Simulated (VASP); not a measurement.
Write the native input for VASP 6.6.1 that does the following.

```yaml
Task: single point
Functional: PBE
Potentials_or_basis: VASP PAW PBE potentials, release 64 (O)
Cutoff: 520 eV
k_mesh: 10 × 10 × 8
Occupations: fermi-dirac, width 0.05 eV
Spin: collinear spin, ferromagnetic start
Starting_moments: "[1.1, 1.1] μB"
Fixed_moment: 2.2 μB
Dipole_correction: no
Further_INCAR_settings: ALGO = Normal; EDIFF = 1e-06; NBANDS = 17
```

The structure of O lies in POSCAR:

```
O
1.0
    2.8514028533     -1.6624159400      0.0000000000
    2.8514028533      1.6624159400      0.0000000000
   -2.3944914034      0.0000000000      3.6470501824
O
2
Direct
    0.0254538300      0.0254538300      0.1555740200
    0.9745461700      0.9745461700      0.8444259800
```

These files were run (other wordings do the same):

INCAR

```
PREC = Accurate
ENCUT = 520
EDIFF = 1E-6
ISMEAR = -1
SIGMA = 0.05
LREAL = F
LASPH = T
NELM = 150
ALGO = Normal
ISIF = 2
LWAVE = F
LCHARG = F
ISPIN = 2
MAGMOM = 1.1 1.1
LORBIT = 11
NUPDOWN = 2.2
GGA = PE
NBANDS = 17
```

KPOINTS

```
regular mesh
0
Gamma
  10 10 8
```

Potentials or basis: VASP PAW PBE potentials, release 64 (O).

The run is started by

```sh
$ cat potpaw_PBE.64/O/POTCAR > POTCAR
$ mpirun -np 1 vasp_std > vasp.out
```

It gave:

The pressure is 6.6 GPa. The largest force is 2.429 eV/Å and the net moment is 2.20 μB per cell. The site moments are O +0.86 μB and the valence electrons inside the program's atomic spheres are O 4.89.

Caveat: the standard files for N, O and F lose accuracy on very short bonds; the cell stands under pressure; this functional lacks dispersion, which holds the molecules together, so the pressure and a relaxed volume are unreliable; the total moment is fixed, so each spin has its own Fermi level; forces of over 1 eV/Å act on the atoms, so gaps and moduli don't describe the material at rest.

It took 96 s on 1 thread of Intel(R) Xeon(R) 6975P-C (Granite Rapids), with other jobs on the host, peak memory 0.3 GiB.
